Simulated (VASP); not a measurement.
Runs of VASP 6.6.1 on ZnBi3. The structure is that of space group Pm-3m (No. 221), or close to it. The cells are those of the table. 

```tsv
level	cell	k mesh	smearing	gap on the mesh (eV)	pressure (GPa)
PBE	a = 4.873 Å, 4 atoms	5 × 5 × 5	methfessel-paxton 0.05 eV	none	-0.1
revPBE	a = 4.873 Å, 4 atoms	3 × 3 × 3	fermi-dirac 0.05 eV	none	1.5
PBE	a = 4.873 Å, 4 atoms	5 × 5 × 5	methfessel-paxton 0.01 eV	none	-0.1
PBE	a = 4.644 Å, 4 atoms	6 × 6 × 6	fermi-dirac 0.05 eV	none	(a)
PBE	a = 4.873 Å, 4 atoms	5 × 5 × 5	methfessel-paxton 0.005 eV	none	-0.1
```

Alike in all rows: task single point; potentials or basis VASP PAW PBE potentials, release 64 (Bi_d, Zn); no spin polarisation; cutoff (eV) 520.

Estimate the missing entries.

(a) 10.0.

Caveats: some runs use coarse meshes; spin-orbit coupling is left out, which moves the levels of the heavy elements; the PAW data sets were made with another functional, which shifts forces and pressure a little (some runs).

A k mesh can miss the band edges, and the runs leave out spin-orbit coupling on Bi.

A gap of «none» marks levels without a gap at the run's occupations.
